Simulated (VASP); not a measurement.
Input of a VASP 6.6.1 run:

Contents of INCAR:

```
PREC = Accurate ; ENCUT = 600
EDIFF = 1E-7 ; ISMEAR = -1
SIGMA = 0.05 ; LREAL = F
LASPH = T ; NELM = 60
ALGO = Normal ; ISIF = 3
LWAVE = F ; LCHARG = F
GGA = PE ; IBRION = 2
NSW = 80 ; EDIFFG = -0.01
```

The input KPOINTS:

```
Automatic mesh
0
Gamma
  8 8 3
```

Contents of POSCAR:

```
C
1.0
    2.4640014744      0.0000000000      0.0000000000
   -1.2320007372      2.1338878718      0.0000000000
    0.0000000000      0.0000000000      6.7110000000
C
4
Direct
    0.0000000000      0.0000000000      0.2500000000
    0.0000000000      0.0000000000      0.7500000000
    0.3333333333      0.6666666667      0.2500000000
    0.6666666667      0.3333333333      0.7500000000
```

Potentials or basis: VASP PAW PBE potentials, release 64 (C).

Command:

```bash
$ cat potpaw_PBE.64/C/POTCAR > POTCAR
$ mpirun -np 1 vasp_std > vasp.out
```

Q: Predict the relaxed cell.

A: a = 2.467 Å, b = 2.467 Å, c = 7.862 Å, α = 90.00°, β = 90.00°, γ = 120.00°.

Q: Estimate the relaxed volume.

A: 10.36 Å³/atom.

Stress tensor (GPa, compression positive):
```
-0.09  0.00  0.00
 0.00 -0.09  0.00
 0.00  0.00  0.04
```

Caveat: the volume moved by over 15 % at a fixed basis, so the end points are rough; this functional lacks dispersion, which binds the layers, so the pressure and a relaxed spacing across them are unreliable; the volume moved by +17 % from the deposited cell, more than functionals usually miss. PBE usually gives volumes a little too large and moduli too small.
